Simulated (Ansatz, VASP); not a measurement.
## ZnCu2SnS4 in VASP and in Ansatz

```
CELL_PARAMETERS angstrom
-2.74317 2.74317 5.44012
2.74317 -2.74317 5.44012
2.74317 2.74317 -5.44012
ATOMIC_POSITIONS crystal
Zn 0.25000 0.75000 0.50000
Cu 0.00000 0.00000 0.00000
Cu 0.75000 0.25000 0.50000
Sn 0.50000 0.50000 0.00000
S 0.37139 0.89456 0.00739
S 0.10544 0.11283 0.47683
S 0.88717 0.36400 0.99261
S 0.63600 0.62861 0.52317
```

Alike in both runs: functional PBE; k mesh 2 × 2 × 2; occupations fermi-dirac, width 0.02 eV; no spin polarisation.

Ansatz relaxed the structure, and its values are those at the end. VASP's run is a single point on that final structure, the one shown.

```csv
,VASP,Ansatz
version,VASP 6.6.1,Ansatz 0.2.0
potentials or method,"VASP PAW PBE potentials, release 64 (Zn, Cu_sv_GW, Sn_d, S), cutoff 700 eV",PAW plane waves
valence electrons in the cell,88,88
```

Ansatz gave:

```
pressure (GPa)                     : 0.0
rms of the force components (eV/Å) : 0.002
```

**Question.** What did VASP give for the same quantities?

**Answer.** Pressure (GPa): -0.6; rms of the force components (eV/Å): 0.008.

The k mesh is coarse, so the values compare programs but aren't converged.
